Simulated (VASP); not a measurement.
Re:

```xyz
4
Lattice="2.7664 0.0000 0.0000 -1.3832 2.3958 0.0000 0.0000 0.0000 8.9388" Properties=species:S:1:pos:R:3 pbc="T T T"
Re    1.3832    0.7986    6.7041
Re    0.0000    0.0000    4.4694
Re    0.0000    1.5972    2.2347
Re    0.0000    0.0000    0.0000
```

```yaml
Program: VASP 6.6.1
Task: relaxation of cell and atoms
Functional: RPBE
Potentials_or_basis: VASP PAW PBE potentials, release 64 (Re)
Cutoff: 600 eV
k_mesh: 11 × 11 × 3
Occupations: fermi-dirac, width 0.05 eV
Spin: no spin polarisation
```

At the start: pressure 6.7 GPa; volume 14.81 Å³/atom.

Q: Where does the relaxation end?

A: Over 9 steps the energy falls by 5.5 meV/atom and the volume is 15.08 Å³/atom (+1.8 %); space group P6_3/mmc (No. 194, to 0.1 Å) before and after.

Step by step:
```
step  energy change (eV)  largest force (eV/Å)  pressure (GPa)  volume (Å³)
   1              0.0000                0.0000            6.72        59.24
   2              0.2984                0.0000          -21.68        64.73
   3             -0.0219                0.0000           -0.19        60.35
   4             -0.0220                0.0000           -0.02        60.31
   5             -0.0220                0.0000            0.11        60.29
   6             -0.0220                0.0000            0.12        60.29
   7             -0.0220                0.0000            0.12        60.29
   8             -0.0219                0.0000           -0.31        60.37
   9             -0.0220                0.0000            0.03        60.31
```

Final structure:
```
CELL_PARAMETERS angstrom
2.78190 0.00000 0.00000
-1.39095 2.40920 0.00000
0.00000 0.00000 8.99834
ATOMIC_POSITIONS crystal
Re 0.66667 0.33333 0.75000
Re 0.00000 0.00000 0.50000
Re 0.33333 0.66667 0.25000
Re 0.00000 0.00000 0.00000
```

Caveat: the highest band is partly filled, so the run has too few bands; the PAW data sets were made with another functional, which shifts forces and pressure a little.
